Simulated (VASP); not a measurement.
Write the native input for VASP 6.6.1 that does the following.

```yaml
Task: electric field gradients
Functional: PBE
Potentials_or_basis: VASP PAW PBE potentials, release 64 (Os)
Cutoff: 520 eV
k_mesh: 14 × 14 × 14
Occupations: fermi-dirac, width 0.05 eV
Spin: no spin polarisation
Dipole_correction: no
Further_INCAR_settings: ALGO = Normal; EDIFF = 1e-08; NBANDS = 10
```

The structure of Os lies in POSCAR:

```
Os
1.0
    0.0000000000      1.9450000000      1.9450000000
    1.9450000000      0.0000000000      1.9450000000
    1.9450000000      1.9450000000      0.0000000000
Os
1
Direct
    0.0000000000      0.0000000000      0.0000000000
```

This isn't the form of Os at room conditions, which is hcp.

One way to write it, as run:

INCAR

```
PREC     = Accurate       # precision mode
ENCUT    = 520            # plane-wave cutoff, eV
EDIFF    = 1E-8           # SCF threshold, eV
ISMEAR   = -1             # smearing method
SIGMA    = 0.05           # smearing width, eV
LREAL    = F              # projectors in reciprocal space
LASPH    = T              # aspherical terms in the spheres
NELM     = 60             # most SCF steps
ALGO     = Normal         # electronic algorithm
ISIF     = 2              # what is computed and relaxed
LWAVE    = F              # write WAVECAR
LCHARG   = F              # write CHGCAR
GGA      = PE             # functional
LEFG     = T            
NBANDS   = 10             # bands
```

KPOINTS

```
Automatic mesh
0
Gamma
  14 14 14
```

Potentials or basis: VASP PAW PBE potentials, release 64 (Os).

The run is started by

```bash
$ cat potpaw_PBE.64/Os/POTCAR > POTCAR
$ mpirun -np 1 vasp_std > vasp.out
```

It gave:

The pressure is -9.7 GPa, the band gap on the k mesh is zero (bands 4 and 5 overlap by 3.50 eV) and the largest electric field gradient by atom is zero within the noise of the run.

Caveat: the cell stands under tension; spin-orbit coupling is left out, which moves the levels of the heavy elements.

Run time: 17 s on 1 thread of Intel Xeon 8259CL, on a shared host, peak memory 0.13 GiB.
